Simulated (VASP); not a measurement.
# GaP (I-4m2) in VASP: notebook

GaP is run at these levels: PBE; tasks: single point.

All numbers are computed with VASP 6.6.1; they aren't measurements. Logs are shortened: lines on timing, memory, paths and dates and some standing lists are left out, and cuts for length are marked.

### Step 1. The cell of the first run

Symmetry: I-4m2, No. 119, tetragonal system. The conventional cell has a = 3.854 Å, b = 3.854 Å, c = 5.505 Å, α = 90.00°, β = 90.00°, γ = 90.00°. Within 3.1 Å of Ga (site symmetry -4m2) lie 4 P at 2.37 Å. Within 3.1 Å of P (site symmetry -4m2) lie 4 Ga at 2.37 Å.

### Step 2. Single point, PBE (zz strain of +1 %)

File INCAR:

```
SYSTEM = GaP
PREC = Accurate ; ENCUT = 520
EDIFF = 1E-6 ; ISMEAR = -1
SIGMA = 0.05 ; LREAL = .FALSE.
LASPH = .TRUE. ; NELM = 60
ALGO = Normal ; ISIF = 2
LWAVE = .FALSE. ; LCHARG = .TRUE.
GGA = PE ; LELF = .TRUE.
LVHAR = .TRUE. ; NBANDS = 16
```

File KPOINTS:

```
regular mesh
0
G
  10 10 10
  0 0 0
```

File POSCAR:

```
GaP
1.0
    0.0000000000      2.7252500000      2.7525025000
    2.7252500000      0.0000000000      2.7525025000
    2.7252500000      2.7252500000      0.0000000000
Ga P
1 1
Direct
    0.0000000000      0.0000000000      0.0000000000
    0.7500000000      0.7500000000      0.7500000000
```

Potentials or basis: VASP PAW PBE potentials, release 64 (Ga_d, P).

Run with:

```bash
$ cat potpaw_PBE.64/Ga_d/POTCAR potpaw_PBE.64/P/POTCAR > POTCAR
$ mpirun -np 1 vasp_std > vasp.out
```

OUTCAR:

```text
SYSTEM = GaP
   PREC = Accurate
   ENCUT = 520
   EDIFF = 1E-6
   ISMEAR = -1
   LREAL = .FALSE.
   LASPH = .TRUE.
   NELM = 60
   ISIF = 2
   GGA = PE

 ion  position               nearest neighbor table
   1  0.000  0.000  0.000-   2 2.37   2 2.37   2 2.37   2 2.37
   2  0.750  0.750  0.750-   1 2.37   1 2.37   1 2.37   1 2.37

  LATTYP: Found a body centered tetragonal cell.
 ALAT       =     3.8540855109
 C/A-ratio  =     1.4283556980

  Lattice vectors:

 A1 = (  -2.7252500000,   0.0000000000,   2.7525025000)
 A2 = (   2.7252500000,   0.0000000000,   2.7525025000)
 A3 = (   0.0000000000,   2.7252500000,  -2.7525025000)

Analysis of symmetry for initial positions (statically):
=====================================================================
 Subroutine PRICEL returns:
 Original cell was already a primitive cell.

 Routine SETGRP: Setting up the symmetry group for a
 body centered tetragonal supercell.

 Subroutine GETGRP returns: Found  8 space group operations
 (whereof  8 operations were pure point group operations)
 out of a pool of 16 trial point group operations.

The static configuration has the point symmetry D_2d.

Analysis of symmetry for dynamics (positions and initial velocities):
=====================================================================
 Subroutine PRICEL returns:
 Original cell was already a primitive cell.

 Routine SETGRP: Setting up the symmetry group for a
 body centered tetragonal supercell.

 Subroutine GETGRP returns: Found  8 space group operations
 (whereof  8 operations were pure point group operations)
 out of a pool of 16 trial point group operations.

The dynamic configuration has the point symmetry D_2d.

 Subroutine INISYM returns: Found  8 space group operations
 (whereof  8 operations are pure point group operations),
 and found     1 'primitive' translations

----------------------------------------------------------------------------------------

                                     Primitive cell

  volume of cell :      40.8856

  direct lattice vectors                    reciprocal lattice vectors
     0.000000000  2.725250000  2.752502500    -0.183469406  0.183469406  0.181652878
     2.725250000  0.000000000  2.752502500     0.183469406 -0.183469406  0.181652878
     2.725250000  2.725250000  0.000000000     0.183469406  0.183469406 -0.181652878

  length of vectors
     3.873403875  3.873403875  3.854085511     0.316733033  0.316733033  0.316733033

  position of ions in fractional coordinates (direct lattice)
     0.000000000  0.000000000  0.000000000
     0.750000000  0.750000000  0.750000000

  ion indices of the primitive-cell ions
   primitive index   ion index
                 1           1
                 2           2

----------------------------------------------------------------------------------------

 KPOINTS: regular mesh

Automatic generation of k-mesh.
 Grid dimensions read from file:
 generate k-points for:   10   10   10

 Generating k-lattice:

  Cartesian coordinates                     Fractional coordinates (reciprocal lattice)
    -0.018346941  0.018346941  0.018165288     0.100000000  0.000000000  0.000000000
     0.018346941 -0.018346941  0.018165288     0.000000000  0.100000000  0.000000000
     0.018346941  0.018346941 -0.018165288    -0.000000000 -0.000000000  0.100000000

  Length of vectors
     0.031673303  0.031673303  0.031673303

  Shift w.r.t. Gamma in fractional coordinates (k-lattice)
     0.000000000  0.000000000  0.000000000

 Subroutine IBZKPT returns following result:
 ===========================================

 Found    102 irreducible k-points:

 Following reciprocal coordinates:
            Coordinates               Weight
  0.000000  0.000000  0.000000      1.000000
  0.100000 -0.000000  0.000000      8.000000
  0.200000 -0.000000  0.000000      8.000000
  0.300000 -0.000000  0.000000      8.000000
  0.400000 -0.000000  0.000000      8.000000
  0.500000 -0.000000  0.000000      4.000000
[... 16 lines left out ...]
  0.300000  0.300000  0.000000      2.000000
  0.400000  0.300000  0.000000      8.000000
 [... further k-points ...]
   k-points           NKPTS =    102   k-points in BZ     NKDIM =    102   number of bands    NBANDS=     16
   number of dos      NEDOS =    301   number of ions     NIONS =      2
   total plane-waves  NPLWV =  27000
   dimension x,y,z NGX =    30 NGY =   30 NGZ =   30
   dimension x,y,z NGXF=    60 NGYF=   60 NGZF=   60
   ions per type =               1   1
   NGX,Y,Z   is equivalent  to a cutoff of  12.88, 12.88, 12.94 a.u.
   NGXF,Y,Z  is equivalent  to a cutoff of  25.75, 25.75, 25.88 a.u.
 SYSTEM =  GaP
   PREC   = accura    normal or accurate (medium, high low for compatibility)
   ISTART =      0    job   : 0-new  1-cont  2-samecut
   ICHARG =      2    charge: 1-file 2-atom 10-const
   ISPIN  =      1    spin polarized calculation?
   LNONCOLLINEAR =      F non collinear calculations
   LSORBIT =      F    spin-orbit coupling
   LASPH  =      T    aspherical Exc in radial PAW
   ENCUT  =  520.0 eV  38.22 Ry    6.18 a.u.   7.20  7.20  7.17*2*pi/ulx,y,z
   NELM   =     60;   NELMIN=  2; NELMDL= -5     # of ELM steps
   EDIFF  = 0.1E-05   stopping-criterion for ELM
   LREAL  =      F    real-space projection
   EDIFFG = 0.1E-04   stopping-criterion for IOM
   NSW    =      0    number of steps for IOM
   IBRION =     -1    ionic relax: 0-MD 1-quasi-New 2-CG
   NFREE  =      0    steps in history (QN), initial steepest desc. (CG)
   ISIF   =      2    stress and relaxation
   ISYM   =      2    0-nonsym 1-usesym 2-fastsym
   POTIM  = 0.5000    time-step for ionic-motion
   TEBEG  =    0.0;   TEEND  =   0.0 temperature during run
   PSTRESS=    0.0 pullay stress
   NELECT =      18.0000    total number of electrons
   NUPDOWN=      -1.0000    fix difference up-down
   EMIN   =  10.00;   EMAX   =-10.00  energy-range for DOS
   EFERMI =   0.00;   METHOD = LEGACY
   ISMEAR =    -1;   SIGMA  =   0.05  broadening in eV -4-tet -1-fermi 0-gaus
   EFERMI_NEDOS =   21; number of points for ismear=-14 and -15
   IALGO  =     38    algorithm
   IMIX   =      4    mixing-type and parameters
     AMIX     =   0.40;   BMIX     =  1.00
     AMIX_MAG =   1.60;   BMIX_MAG =  1.00
  volume/ion in A,a.u.               =      20.44       137.95
  Fermi-wavevector in a.u.,A,eV,Ry     =   1.245400  2.353465 21.102924  1.551021
  Thomas-Fermi vector in A             =   2.379624
   LORBIT       =      0    0 simple, 1 ext, 2 COOP (PROOUT), +10 PAW based schemes
   GGA     = PE    functional components
   LHFCALC =     F    Hartree Fock is set to
   AEXX    =    0.0000 exact exchange contribution
   IVDW    =     0    specifies the selected vdW correction
   LEPSILON=     F    determine dielectric tensor
   LRPA    =     F    only Hartree local field effects (RPA)
 non-spin polarized calculation
  energy-cutoff  :      520.00
  volume of cell :       40.89
 maximum number of plane-waves:      1116
 NGX is ok and might be reduce to    30
   NGX = 15   NGY = 15   NGZ = 15

 number of electron      17.9999992 magnetization

 Free energy of the ion-electron system (eV)
  ---------------------------------------------------
  ext. energy  EPLUGINS =         0.00000000
  ---------------------------------------------------
  free energy    TOTEN  =        -9.12270843 eV

  energy without entropy =       -9.12270843  energy(sigma->0) =       -9.12270843

 E-fermi :   5.3354     XC(G=0):  -9.7884

 val. band max:        4.5687015780   @ k =   0.0000   0.0000   0.0000
 cond. band min:       6.1415403494   @ k =   0.4000   0.0000   0.4000
 fundamental gap:      1.5728387714
 Fermi energy:         5.3353714157

 k-point     1 :       0.0000    0.0000    0.0000
  band No.  band energies     occupation
      1      -9.9850      2.00000
      2      -9.9819      2.00000
      3      -9.9819      2.00000
      4      -9.8871      2.00000
      5      -9.8855      2.00000
      6      -7.8669      2.00000
[... 8 lines left out ...]
     15      14.2338      0.00000
     16      14.4141      0.00000

 k-point     2 :       0.1000   -0.0000    0.0000
  band No.  band energies     occupation
      1      -9.9917      2.00000
      2      -9.9808      2.00000
      3      -9.9790      2.00000
      4      -9.8872      2.00000
      5      -9.8855      2.00000
      6      -7.7385      2.00000
[... 8 lines left out ...]
     15      13.9359      0.00000
     16      13.9379      0.00000

 k-point     3 :       0.2000   -0.0000    0.0000
  band No.  band energies     occupation
      1     -10.0127      2.00000
      2      -9.9737      2.00000
      3      -9.9717      2.00000
      4      -9.8869      2.00000
      5      -9.8848      2.00000
      6      -7.3663      2.00000
[... 8 lines left out ...]
     15      13.4873      0.00000
     16      14.6268      0.00000

 k-point     4 :       0.3000   -0.0000    0.0000
  band No.  band energies     occupation
      1     -10.0366      2.00000
      2      -9.9661      2.00000
      3      -9.9642      2.00000
      4      -9.8851      2.00000
      5      -9.8825      2.00000
      6      -6.7973      2.00000
[... 8 lines left out ...]
     15      13.8508      0.00000
     16      14.2717      0.00000

 k-point     5 :       0.4000   -0.0000    0.0000
  band No.  band energies     occupation
      1     -10.0547      2.00000
      2      -9.9613      2.00000
      3      -9.9595      2.00000
      4      -9.8822      2.00000
      5      -9.8792      2.00000
      6      -6.1638      2.00000
[... 8 lines left out ...]
     15      15.0379      0.00000
     16      15.0977      0.00000

 k-point     6 :       0.5000   -0.0000    0.0000
  band No.  band energies     occupation
      1     -10.0613      2.00000
      2      -9.9599      2.00000
      3      -9.9581      2.00000
      4      -9.8807      2.00000
      5      -9.8776      2.00000
      6      -5.8336      2.00000
[... 8 lines left out ...]
     15      16.1633      0.00000
     16      16.2465      0.00000

 k-point     7 :       0.1000    0.1000    0.0000
  band No.  band energies     occupation
      1      -9.9991      2.00000
      2      -9.9762      2.00000
      3      -9.9762      2.00000
      4      -9.8878      2.00000
      5      -9.8851      2.00000
      6      -7.6979      2.00000
[... 8 lines left out ...]
     15      14.1366      0.00000
     16      14.5674      0.00000

 k-point     8 :       0.2000    0.1000    0.0000
  band No.  band energies     occupation
      1     -10.0156      2.00000
      2      -9.9707      2.00000
      3      -9.9689      2.00000
      4      -9.8898      2.00000
      5      -9.8833      2.00000
      6      -7.4086      2.00000
[... 8 lines left out ...]
     15      14.4124      0.00000
     16      15.1345      0.00000

 k-point     9 :       0.3000    0.1000    0.0000
  band No.  band energies     occupation
      1     -10.0357      2.00000
      2      -9.9650      2.00000
      3      -9.9609      2.00000
      4      -9.8896      2.00000
      5      -9.8813      2.00000
      6      -6.9032      2.00000
[... 8 lines left out ...]
     15      14.5825      0.00000
     16      15.1806      0.00000
[... 172 lines left out ...]
 k-point    19 :       0.5000    0.2000    0.0000
  band No.  band energies     occupation
      1     -10.0675      2.00000
      2      -9.9515      2.00000
      3      -9.9434      2.00000
      4      -9.8924      2.00000
      5      -9.8774      2.00000
      6      -5.6393      2.00000
[... 8 lines left out ...]
     15      16.2266      0.00000
     16      17.1350      0.00000

 k-point    20 :      -0.4000    0.2000    0.0000
  band No.  band energies     occupation
      1     -10.0659      2.00000
      2      -9.9534      2.00000
      3      -9.9450      2.00000
      4      -9.8866      2.00000
      5      -9.8824      2.00000
      6      -5.5323      2.00000
[... 8 lines left out ...]
     15      14.5872      0.00000
     16      16.9346      0.00000

 k-point    21 :      -0.3000    0.2000    0.0000
  band No.  band energies     occupation
      1     -10.0568      2.00000
      2      -9.9561      2.00000
      3      -9.9506      2.00000
      4      -9.8881      2.00000
      5      -9.8825      2.00000
      6      -5.9932      2.00000
[... 8 lines left out ...]
     15      15.5524      0.00000
     16      17.2988      0.00000

 k-point    22 :      -0.2000    0.2000    0.0000
  band No.  band energies     occupation
      1     -10.0423      2.00000
      2      -9.9604      2.00000
      3      -9.9594      2.00000
      4      -9.8909      2.00000
      5      -9.8809      2.00000
      6      -6.5970      2.00000
[... 8 lines left out ...]
     15      15.8610      0.00000
     16      16.5549      0.00000

 k-point    23 :       0.3000    0.3000    0.0000
  band No.  band energies     occupation
      1     -10.0647      2.00000
      2      -9.9418      2.00000
      3      -9.9418      2.00000
      4      -9.9056      2.00000
      5      -9.8738      2.00000
      6      -6.4426      2.00000
[... 8 lines left out ...]
     15      15.7202      0.00000
     16      18.2185      0.00000

 k-point    24 :       0.4000    0.3000    0.0000
  band No.  band energies     occupation
      1     -10.0762      2.00000
      2      -9.9364      2.00000
      3      -9.9342      2.00000
      4      -9.9080      2.00000
      5      -9.8719      2.00000
      6      -5.9342      2.00000
[... 8 lines left out ...]
     15      16.3327      0.00000
     16      18.2151      0.00000

 [... further k-points ...]

------------------------ aborting loop because EDIFF is reached ----------------------------------------

  FORCE on cell =-STRESS in cart. coord.  units (eV):
  Direction    XX          YY          ZZ          XY          YZ          ZX
  --------------------------------------------------------------------------------------
  -------------------------------------------------------------------------------------
  Total        0.4645581      0.4645581      0.2752037      0.0000000     -0.0000000      0.0000000
  in kB       18.2045596     18.2045596     10.7843597      0.0000000     -0.0000000      0.0000000
  external PRESSURE =      15.7311596 kB  Pullay stress =       0.0000000 kB

 VOLUME and BASIS-vectors are now :
 -----------------------------------------------------------------------------
  energy-cutoff  :      520.00
  volume of cell :       40.89
      direct lattice vectors                 reciprocal lattice vectors
     0.000000000  2.725250000  2.752502500    -0.183469406  0.183469406  0.181652878
     2.725250000  0.000000000  2.752502500     0.183469406 -0.183469406  0.181652878
     2.725250000  2.725250000  0.000000000     0.183469406  0.183469406 -0.181652878

 POSITION                                       TOTAL-FORCE (eV/Angst)
 -----------------------------------------------------------------------------------
      0.00000      0.00000      0.00000         0.000000      0.000000      0.000000
      4.08788      4.08788      4.12875        -0.000000      0.000000      0.000000
 -----------------------------------------------------------------------------------
    total drift:                               -0.000002     -0.000002     -0.000001

  FREE ENERGIE OF THE ION-ELECTRON SYSTEM (eV)
  ---------------------------------------------------
  free  energy   TOTEN  =        -9.1227084287 eV

  energy  without entropy=       -9.1227084261  energy(sigma->0) =       -9.12270843
```

Wall time 88 s (1 thread of Intel Xeon 8259CL, shared host); peak memory 0.21 GiB.

What came out:

| Quantity | Value |
| --- | --- |
| Free energy | -9.1227 eV |
| Pressure | 1.6 GPa |
| Band gap on the k mesh | 1.57 eV (least direct gap 1.72 eV) |

Caveat: the cell differs from its parent crystal (zz strain of +1 %). A k mesh can miss the band edges.

### Step 3. Single point, PBE (zz strain of +3 %)

File INCAR:

```
SYSTEM = GaP
PREC = Accurate ; ENCUT = 520
EDIFF = 1E-6 ; ISMEAR = -1
SIGMA = 0.05 ; LREAL = .FALSE.
LASPH = .TRUE. ; NELM = 60
ALGO = Normal ; ISIF = 2
LWAVE = .FALSE. ; LCHARG = .FALSE.
GGA = PE ; NBANDS = 16
```

KPOINTS is that of step 2.

File POSCAR:

```
GaP
1.0
    0.0000000000      2.7252500000      2.8070075000
    2.7252500000      0.0000000000      2.8070075000
    2.7252500000      2.7252500000      0.0000000000
Ga P
1 1
Direct
    0.0000000000      0.0000000000      0.0000000000
    0.7500000000      0.7500000000      0.7500000000
```

Potentials or basis: VASP PAW PBE potentials, release 64 (Ga_d, P).

Run with:

```bash
$ cat potpaw_PBE.64/Ga_d/POTCAR potpaw_PBE.64/P/POTCAR > POTCAR
$ mpirun -np 1 vasp_std > vasp.out
```

Wall time 82 s (1 thread of Intel Xeon 8259CL, shared host); peak memory 0.21 GiB.

The run converged. Its results:

| Property | Result |
| --- | --- |
| Free energy | -9.1219 eV |
| Pressure | 0.0 GPa |
| Band gap on the k mesh | 1.51 eV (least direct gap 1.52 eV) |

Stress tensor (GPa, compression positive):
```
 0.75  0.00  0.00
 0.00  0.75  0.00
 0.00  0.00 -1.52
```

Levels at points of the mesh, in eV from the valence-band top:
```csv
k point,band 5,band 6,band 7,band 8,band 9,band 10,band 11,band 12,band 13,band 14
"(0.00, 0.00, 0.00)",-14.47,-12.33,-0.17,0.00,0.00,1.52,3.82,3.82,3.89,8.62
"(0.50, 0.00, 0.00)",-14.46,-10.36,-6.52,-1.25,-1.01,1.51,4.59,4.78,8.18,10.60
"(0.50, 0.50, 0.00)",-14.45,-9.58,-6.79,-2.50,-2.50,1.80,1.98,10.32,10.32,10.69
"(0.50, 0.00, 0.50)",-14.45,-9.46,-6.61,-2.71,-2.69,1.60,1.70,10.26,10.26,10.94
```

Caveat: the cell differs from its parent crystal (zz strain of +3 %). A k mesh can miss the band edges.

### Step 4. Single point, PBE (equal xx and yy strain of +2 %)

File INCAR:

```
ALGO = Normal
EDIFF = 1E-6
ENCUT = 520
GGA = PE
ISIF = 2
ISMEAR = -1
LASPH = T
LCHARG = F
LREAL = F
LWAVE = F
NBANDS = 16
NELM = 60
PREC = Accurate
SIGMA = 0.05
```

File KPOINTS:

```
k-points
0
Gamma
  10 10 10
```

File POSCAR:

```
GaP
1.0
    0.0000000000      2.7797550000      2.7252500000
    2.7797550000      0.0000000000      2.7252500000
    2.7797550000      2.7797550000      0.0000000000
Ga P
1 1
Direct
    0.0000000000      0.0000000000      0.0000000000
    0.7500000000      0.7500000000      0.7500000000
```

Run with:

```bash
$ cat potpaw_PBE.64/Ga_d/POTCAR potpaw_PBE.64/P/POTCAR > POTCAR
$ mpirun -np 1 vasp_std > vasp.out
```

It took 84 s on 1 thread of Intel Xeon 8259CL, shared host; peak memory 0.21 GiB.

Results (log left out):

```yaml
Free_energy: -9.1244 eV
Pressure: -0.8 GPa
Band_gap_on_the_k_mesh: 1.43 eV
```

Stress tensor (GPa, compression positive):
```
-1.22  0.00  0.00
 0.00 -1.22  0.00
 0.00  0.00  0.17
```

Levels at points of the mesh, in eV from the valence-band top:
| k point | band 7 | band 8 | band 9 | band 10 | band 11 | band 12 |
| --- | --- | --- | --- | --- | --- | --- |
| (0.00, 0.00, 0.00) | -0.10 | -0.10 | 0.00 | 1.43 | 3.80 | 3.85 |
| (0.50, 0.00, 0.00) | -6.48 | -1.21 | -1.05 | 1.48 | 4.59 | 4.74 |
| (0.50, 0.50, 0.00) | -6.56 | -2.70 | -2.70 | 1.58 | 1.66 | 10.22 |
| (0.50, 0.00, 0.50) | -6.68 | -2.58 | -2.56 | 1.71 | 1.85 | 10.20 |

Caveat: the cell differs from its parent crystal (equal xx and yy strain of +2 %). A k mesh can miss the band edges.

### Step 5. Summary

```csv
cell,gap on the mesh (eV),pressure (GPa)
"a = 3.873, b = 3.873, c = 3.854 Å, angles 60.2, 60.2, 59.7°, 2 atoms",1.57,1.6
"a = 3.912, b = 3.912, c = 3.854 Å, angles 60.5, 60.5, 59.0°, 2 atoms",1.51,0.0
"a = 3.893, b = 3.893, c = 3.931 Å, angles 59.7, 59.7, 60.7°, 2 atoms",1.43,-0.8
```

Alike in all rows: task single point; level PBE; potentials or basis VASP PAW PBE potentials, release 64 (Ga_d, P); no spin polarisation; k mesh 10 × 10 × 10; cutoff (eV) 520; smearing fermi-dirac 0.05 eV.

Absolute energies hang on the potentials; compare differences alone.
